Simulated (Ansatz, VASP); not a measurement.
One calculation of BaTiO3, two programs

```
Ba Ti O
1.0
     2.86037    1.65144    2.34605
    -2.86037    1.65144    2.34605
     0.00000   -3.30287    2.34605
Ba Ti O
1 1 3
Direct
  0.00268 0.00268 0.00268
  0.50673 0.50673 0.50673
  0.49774 0.49774 0.99464
  0.49774 0.99464 0.49774
  0.99464 0.49774 0.49774
```

Change from the starting cell: polar distortion scaled by 0.40 at the polar cell.

Alike in both runs: task single point; functional PBE; k mesh 6 × 6 × 6; no spin polarisation; Hubbard terms Ti d U = 4.0 eV.

|  | VASP | Ansatz |
| --- | --- | --- |
| version | VASP 6.6.1 | Ansatz 0.2.0 |
| potentials or method | VASP PAW PBE potentials, release 64 (Ba_sv, Ti_sv, O_h), cutoff 1340 eV | scalar-relativistic, plane waves, PAW |
| occupations | gaussian, width 0.01 eV | fixed |
| valence electrons in the cell | 40 | 40 |

Ansatz gave:

- gap on the k mesh at the Fermi level (eV): 2.25
- least direct gap on the mesh (eV): 2.46
- pressure (GPa): -2.2
- traceless stress, the component that is largest in VASP (GPa): -0.56
- rms of the force components (eV/Å): 0.064

Problem. Estimate VASP's values.

Solution. gap on the k mesh at the Fermi level (eV): 2.22; least direct gap on the mesh (eV): 2.46; pressure (GPa): 1.0; traceless stress, the component that is largest in VASP (GPa): -0.63; rms of the force components (eV/Å): 0.029.

The programs project onto different local orbitals, so the same U acts differently, and such runs can settle in different states. Atom by atom the forces differ by 0.092 eV/Å (rms over components).

Spin-orbit coupling is off throughout.
